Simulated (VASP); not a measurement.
# TiO2 (P3_121) in VASP: settings compared, part 2 of 2

VASP 6.6.1.

### Step 3. Single point, PBE

File INCAR:

```
SYSTEM = TiO2
ALGO = Normal
EDIFF = 1E-7
ENCUT = 520
GGA = PE
ISIF = 2
ISMEAR = 0
LASPH = .TRUE.
LCHARG = .TRUE.
LELF = .TRUE.
LREAL = .FALSE.
LVHAR = .TRUE.
LWAVE = .FALSE.
NBANDS = 46
NELM = 80
PREC = Accurate
SIGMA = 0.013000000000000001
```

File KPOINTS:

```
k-points
0
G
  6 6 5
  0 0 0
```

File POSCAR:

```
TiO2
1.0
    5.5822227355      0.0000000000      0.0000000000
   -2.7911113678      4.8343466985      0.0000000000
    0.0000000000      0.0000000000      6.0824678800
Ti O
3 6
Direct
    0.4669367500      0.0000000000      0.3333333333
    0.0000000000      0.4669367500      0.6666666667
    0.5330632500      0.5330632500      0.0000000000
    0.5810657200      0.8514331800      0.1206639333
    0.7296325400      0.1485668200      0.5460027333
    0.2703674600      0.4189342800      0.7873306000
    0.8514331800      0.5810657200      0.8793360667
    0.1485668200      0.7296325400      0.4539972667
    0.4189342800      0.2703674600      0.2126694000
```

Potentials or basis: VASP PAW PBE potentials, release 64 (Ti_sv, O).

Launch:

```console
$ cat potpaw_PBE.64/Ti_sv/POTCAR potpaw_PBE.64/O/POTCAR > POTCAR
$ mpirun -np 1 vasp_std > vasp.out
```

It took 9.8 min on 1 thread of Intel Xeon 8259CL, shared host; peak memory 0.36 GiB.

Results (log left out):

```
Free energy            : -80.3923 eV
Pressure               : 1.9 GPa
Largest force          : 0.092 eV/Å
Band gap on the k mesh : 3.61 eV (least direct gap 3.62 eV)
```

Forces on the atoms (eV/Å):
```
Ti  -0.003  0.000  0.000
Ti   0.001 -0.002  0.000
Ti   0.001  0.002  0.000
O    0.042  0.071 -0.041
O    0.042 -0.071  0.041
O    0.040 -0.072 -0.041
O    0.040  0.072  0.041
O   -0.082  0.001 -0.041
O   -0.082 -0.001  0.041
```

Levels at points of the mesh, in eV from the valence-band top:
```
           k point  band 32  band 33  band 34  band 35  band 36  band 37  band 38  band 39  band 40  band 41
(0.00, 0.00, 0.00)    -0.80    -0.80    -0.29    -0.28    -0.28     3.62     4.19     4.19     4.61     4.61
(0.50, 0.00, 0.00)    -0.80    -0.77    -0.76    -0.16     0.00     3.85     3.86     4.17     4.79     5.25
```

### Step 4. Single point, PBE

File INCAR:

```
PREC     = Accurate       # precision mode
ENCUT    = 520            # plane-wave cutoff, eV
EDIFF    = 1E-6           # SCF threshold, eV
ISMEAR   = 0              # smearing method
SIGMA    = 0.014          # smearing width, eV
LREAL    = False          # projectors in reciprocal space
LASPH    = True           # aspherical terms in the spheres
NELM     = 100            # most SCF steps
ALGO     = Normal         # electronic algorithm
ISIF     = 2              # what is computed and relaxed
LWAVE    = False          # write WAVECAR
LCHARG   = True           # write CHGCAR
GGA      = PE             # functional
LELF     = True           # ELF
LVHAR    = True         
NBANDS   = 46             # bands
```

File KPOINTS:

```
Automatic mesh
0
Gamma
  6 6 5
```

POSCAR is that of step 3.

Potentials or basis: VASP PAW PBE potentials, release 64 (Ti_sv, O).

Launch:

```console
$ cat potpaw_PBE.64/Ti_sv/POTCAR potpaw_PBE.64/O/POTCAR > POTCAR
$ mpirun -np 1 vasp_std > vasp.out
```

OUTCAR:

```text
PREC = Accurate
   ENCUT = 520
   EDIFF = 1E-6
   ISMEAR = 0
   LREAL = False
   LASPH = True
   NELM = 100
   ISIF = 2
   GGA = PE

 ion  position               nearest neighbor table
   1  0.467  0.000  0.333-   9 1.81   8 1.81   5 1.82   4 1.82
   2  0.000  0.467  0.667-   6 1.81   5 1.81   8 1.82   7 1.82
   3  0.533  0.533  0.000-   7 1.81   4 1.81   6 1.82   9 1.82
   4  0.581  0.851  0.121-   3 1.81   1 1.82
   5  0.730  0.149  0.546-   2 1.81   1 1.82
[... 1397 lines left out ...]
  Total        1.9494200      1.9494200      1.9726967     -0.0000000      0.0000000      0.0000000
  in kB       19.0279160     19.0279160     19.2551150     -0.0000000      0.0000000      0.0000000
  external PRESSURE =      19.1036490 kB  Pullay stress =       0.0000000 kB

 VOLUME and BASIS-vectors are now :
 -----------------------------------------------------------------------------
  energy-cutoff  :      520.00
  volume of cell :      164.14
      direct lattice vectors                 reciprocal lattice vectors
     5.582222736  0.000000000  0.000000000     0.179140111  0.103426591  0.000000000
    -2.791111368  4.834346699  0.000000000     0.000000000  0.206853183  0.000000000
     0.000000000  0.000000000  6.082467880     0.000000000  0.000000000  0.164406951

 POSITION                                       TOTAL-FORCE (eV/Angst)
 -----------------------------------------------------------------------------------
      2.60654      0.00000      2.02749        -0.002666      0.000000      0.000000
     -1.30327      2.25733      4.05498         0.001333     -0.002309      0.000000
      1.48784      2.57701      0.00000         0.001333      0.002309      0.000000
      0.86719      4.11612      0.73393         0.041944      0.071045     -0.041412
      3.65830      0.71822      3.32104         0.041944     -0.071045      0.041412
      0.33996      2.02527      4.78891         0.040555     -0.071847     -0.041412
      3.13107      2.80907      5.34853         0.040555      0.071847      0.041412
     -1.20715      3.52730      2.76142        -0.082499      0.000802     -0.041412
      1.58396      1.30705      1.29355        -0.082499     -0.000802      0.041412
 -----------------------------------------------------------------------------------
    total drift:                                0.000001      0.000001     -0.000000

  FREE ENERGIE OF THE ION-ELECTRON SYSTEM (eV)
  ---------------------------------------------------
  free  energy   TOTEN  =       -80.3923172882 eV

  energy  without entropy=      -80.3923172882  energy(sigma->0) =      -80.39231729
```

Wall time 8.2 min (1 thread of Intel Xeon 8259CL, shared host); peak memory 0.36 GiB.

Results:

- Free energy: -80.3923 eV
- Pressure: 1.9 GPa
- Largest force: 0.092 eV/Å
- Band gap on the k mesh: 3.61 eV (least direct gap 3.62 eV)

Forces in eV/Å, atoms in the order of the input:
```
Ti  -0.003  0.000  0.000
Ti   0.001 -0.002  0.000
Ti   0.001  0.002  0.000
O    0.042  0.071 -0.041
O    0.042 -0.071  0.041
O    0.041 -0.072 -0.041
O    0.041  0.072  0.041
O   -0.082  0.001 -0.041
O   -0.082 -0.001  0.041
```

A k mesh can miss the band edges.

### Step 5. Overview

| level | smearing | gap on the mesh (eV) | pressure (GPa) | largest force (eV/Å) |
| --- | --- | --- | --- | --- |
| revPBE | fermi-dirac 0.05 eV | 3.63 | 3.7 | 0.18 |
| PBE | gaussian 0.013 eV | 3.61 | 1.9 | 0.09 |
| PBE | gaussian 0.014 eV | 3.61 | 1.9 | 0.09 |

Alike in all rows: task single point; potentials or basis VASP PAW PBE potentials, release 64 (Ti_sv, O); no spin polarisation; cell as given; k mesh 6 × 6 × 5; cutoff (eV) 520.

On the cell as given the gap runs from 3.61 eV (PBE) to 3.63 eV (revPBE). The pressure there spans 1.9 GPa (PBE) to 3.7 GPa (revPBE); a positive pressure means that this level wants a larger cell, a negative one a smaller.

Caveats: the cell stands under pressure (at least some runs); the PAW data sets were made with another functional, which shifts forces and pressure a little (at least some runs).

Absolute energies hang on the potentials; compare differences alone.
